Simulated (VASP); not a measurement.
Crystal: TiCo3.

```xyz
4
Lattice="3.7360 0.0000 0.0000 0.0000 3.7360 0.0000 0.0000 0.0000 3.7360" Properties=species:S:1:pos:R:3 pbc="T T T"
Ti    0.0000    0.0000    0.0000
Co    0.0000    1.8680    1.8680
Co    1.8680    0.0000    1.8680
Co    1.8680    1.8680    0.0000
```

Base run:

* Program: VASP 6.6.1
* Functional: PBEsol
* Potentials or basis: VASP PAW PBE potentials, release 64 (Ti_sv, Co)
* Cutoff: 520 eV
* k mesh: 12 × 12 × 12
* Occupations: gaussian, width 0.15 eV
* Spin: collinear spin, ferromagnetic start
* Starting moments: [0.6, 1.32, 1.32, 1.32] μB
* Fixed moment: 4.56 μB

Its results: pressure -17.2 GPa; site moments Ti -0.23; Co +1.60 μB.

Task: The run is repeated on the same cell with these changes: fixed moment from 4.56 μB to 7.6 μB; moments at the start from [0.6, 1.32, 1.32, 1.32] to [1.0, 2.2, 2.2, 2.2]. What comes out?

Result: Pressure -5.3 GPa; site moments Ti +0.77; Co +2.14 μB.

Caveats: the cell stands under tension; the PAW data sets were made with another functional, which shifts forces and pressure a little; the total moment is fixed, so each spin has its own Fermi level and the state may be an excited one.
